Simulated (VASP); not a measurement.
Write the native input for VASP 6.6.1 that does the following.

```yaml
Task: single point
Functional: PBE
Potentials_or_basis: VASP PAW PBE potentials, release 64 (Cu, I)
Cutoff: 520 eV
k_mesh: 8 × 8 × 8
Occupations: gaussian, width 0.05 eV
Spin: no spin polarisation
Dipole_correction: no
Further_INCAR_settings: ALGO = Normal; EDIFF = 1e-06; NBANDS = 16
```

The structure of CuI lies in POSCAR:

```
CuI
1.0
    0.0000000000      3.0103100095      3.1337809801
    3.1337809801      0.0000000000      3.1337809801
    3.1337809801      3.0103100095      0.0000000000
Cu I
1 1
Direct
    0.7500000000      0.7500000000      0.7500000000
    0.0000000000      0.0000000000      0.0000000000
```

This cell differs from its parent crystal: volume 29.563 Å^3 an atom, c/a of the conventional cell 0.9606.

The input as run:

INCAR

```
SYSTEM = CuI
ALGO     = Normal         ! electronic algorithm
EDIFF    = 1E-6           ! SCF threshold, eV
ENCUT    = 520            ! plane-wave cutoff, eV
GGA      = PE             ! functional
ISIF     = 2              ! what is computed and relaxed
ISMEAR   = 0              ! smearing method
LASPH    = .TRUE.         ! aspherical terms in the spheres
LCHARG   = .FALSE.        ! write CHGCAR
LREAL    = .FALSE.        ! projectors in reciprocal space
LWAVE    = .FALSE.        ! write WAVECAR
NBANDS   = 16             ! bands
NELM     = 60             ! most SCF steps
PREC     = Accurate       ! precision mode
SIGMA    = 0.05           ! smearing width, eV
```

KPOINTS

```
k-points
0
G
  8 8 8
  0 0 0
```

Potentials or basis: VASP PAW PBE potentials, release 64 (Cu, I).

Run with:

```console
$ cat potpaw_PBE.64/Cu/POTCAR potpaw_PBE.64/I/POTCAR > POTCAR
$ mpirun -np 1 vasp_std > vasp.out
```

Results of the run:

| Item | Value |
| --- | --- |
| Pressure | -1.5 GPa |
| Band gap on the k mesh | 0.96 eV, direct |

Caveat: spin-orbit coupling is left out, which moves the levels of the heavy elements.

It took 20 s on 1 thread of AMD EPYC 9R45 96-Core Processor (Zen 5), with other jobs on the host, peak memory 0.19 GiB.
